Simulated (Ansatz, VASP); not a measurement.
## One calculation of BaF2, two programs

```
Ba F
1.0
     0.00000    3.10005    3.10005
     3.10005    0.00000    3.10005
     3.10005    3.10005    0.00000
Ba F
1 2
Direct
  0.00000 0.00000 0.00000
  0.25000 0.25000 0.25000
  0.75000 0.75000 0.75000
```

Alike in both runs: task single point; functional PBE-based global hybrid with a share of 0.1 of exact exchange; k mesh 4 × 4 × 4; occupations gaussian, width 0.05 eV; no spin polarisation.

|  | VASP | Ansatz |
| --- | --- | --- |
| version | VASP 6.6.1 | Ansatz 0.2.0 |
| potentials or method | VASP PAW PBE potentials, release 64 (Ba_sv, F), cutoff 520 eV | scalar-relativistic, plane waves, PAW |
| valence electrons in the cell | 24 | 24 |

|  | VASP | Ansatz | Ansatz less VASP |
| --- | --- | --- | --- |
| gap on the k mesh at the Fermi level (eV) | 7.83 | 7.89 | +0.063 |
| least direct gap on the mesh (eV) | 7.91 | 8.00 | +0.080 |
| pressure (GPa) | 1.8 | 0.8 | -1.03 |

VASP's potentials were made for PBE, not for PBE-based global hybrid. The functional is the same, so the differences come from potentials, cutoffs and numerics. Ansatz's warnings: stress exchange threshold loose, stress scf threshold loose.

The k mesh is coarse, so the values compare programs but aren't converged. Neither program's run includes spin-orbit coupling.
